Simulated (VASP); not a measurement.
Input of a VASP 6.6.1 run:

The input INCAR:

```
PREC = Accurate
ENCUT = 520
EDIFF = 1E-6
ISMEAR = 0
SIGMA = 0.1
LREAL = False
LASPH = True
NELM = 60
ALGO = Normal
ISIF = 2
LWAVE = False
LCHARG = True
LDIPOL = True
IDIPOL = 3
DIPOL = 0.5 0.5 0.500
GGA = CA
LELF = True
LVHAR = True
LVACPOTAV = True
NBANDS = 21
```

File KPOINTS:

```
Automatic mesh
0
Gamma
  12 12 1
```

File POSCAR:

```
Ge
1.0
    3.8950000000      0.0000000000      0.0000000000
   -1.9475000000      3.3731689477      0.0000000000
    0.0000000000      0.0000000000     28.0000000000
Ge
2
Direct
    0.3333333333      0.6666666667      0.5127500000
    0.6666666667      0.3333333333      0.4872500000
```

Potentials or basis: VASP PAW LDA potentials, release 64 (Ge_d).

The run is started by

```sh
$ cat potpaw_LDA.64/Ge_d/POTCAR > POTCAR
$ mpirun -np 1 vasp_std > vasp.out
```

Task: Predict the band gap on the k mesh.

Result: Zero (filled and empty bands touch).

Task: What does it give for the largest force?

Result: 0.201 eV/Å.

Task: Estimate the work function of the lower face.

Result: 4.70 eV.

Forces on the atoms (eV/Å):
```
Ge   0.000  0.000 -0.201
Ge   0.000  0.000  0.201
```
